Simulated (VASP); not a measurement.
**Sc: single point with PBE+D3(BJ)**

Crystal: Sc.

```
Sc
1.0
    -1.81593    1.81593    1.79508
     1.81593   -1.81593    1.79508
     1.81593    1.81593   -1.79508
Sc
1
Cartesian
  0.0000 0.0000 0.0000
```

- Program: VASP 6.6.1
- Task: single point
- Functional: PBE
- Dispersion: D3(BJ)
- Potentials or basis: VASP PAW PBE potentials, release 64 (Sc_sv)
- Cutoff: 520 eV
- k mesh: 10 × 10 × 10
- Occupations: fermi-dirac, width 0.05 eV
- Spin: no spin polarisation

The pressure is 0.0 GPa. The band gap on the k mesh is zero (an odd number of electrons rules out a gap without spin polarisation) and the dispersion energy per atom is -0.404 eV.

Levels at points of the mesh, in eV from the Fermi level:
| k point | band 3 | band 4 | band 5 | band 6 | band 7 | band 8 |
| --- | --- | --- | --- | --- | --- | --- |
| (0.00, 0.00, 0.00) | -27.87 | -27.87 | -5.31 | 1.46 | 1.53 | 1.53 |
| (0.50, 0.00, 0.00) | -28.02 | -27.88 | -1.84 | 0.24 | 0.55 | 2.98 |
| (0.50, 0.50, 0.00) | -28.01 | -27.87 | -1.85 | 0.33 | 0.49 | 2.90 |
| (0.50, 0.50, 0.50) | -28.19 | -28.18 | -1.33 | -1.30 | 4.04 | 4.04 |

Wall time 16 s on 1 thread of Intel(R) Xeon(R) Platinum 8488C (Sapphire Rapids), on a shared host, peak memory 0.16 GiB.
